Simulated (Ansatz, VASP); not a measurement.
## SiC: VASP beside Ansatz

```
Si C
1.0
     0.00000   -2.18986   -2.18986
     0.00000    2.18986   -2.18986
     4.37973    0.00000    0.00000
Si C
2 2
Direct
  0.49037 0.49037 0.50000
  0.00963 0.00963 0.00000
  0.03425 0.46575 0.25000
  0.46575 0.03425 0.75000
```

Change from the starting cell: mode 7 (741.2 1/cm) frozen in, largest displacement -0.150 Å.

Alike in both runs: task single point; functional PBE; k mesh 10 × 10 × 6; occupations gaussian, width 0.05 eV; no spin polarisation.

|  | VASP | Ansatz |
| --- | --- | --- |
| version | VASP 6.6.1 | Ansatz 0.2.0 |
| potentials or method | VASP PAW PBE potentials, release 64 (Si, C), cutoff 600 eV | scalar-relativistic, plane waves, PAW |
| valence electrons in the cell | 16 | 16 |

|  | VASP | Ansatz | Ansatz less VASP |
| --- | --- | --- | --- |
| gap on the k mesh at the Fermi level (eV) | 1.17 | 1.17 | +0.003 |
| least direct gap on the mesh (eV) | 1.53 | 1.53 | +0.003 |
| pressure (GPa) | 5.3 | 5.6 | +0.21 |
| traceless stress, the component that is largest in VASP (GPa) | -3.94 | -3.93 | +0.008 |
| rms of the force components (eV/Å) | 1.793 | 1.792 | -0.0010 |

Atom by atom the forces differ by 0.001 eV/Å (rms over components). With one functional, cell and mesh, what is left measures potentials, basis and numerics.
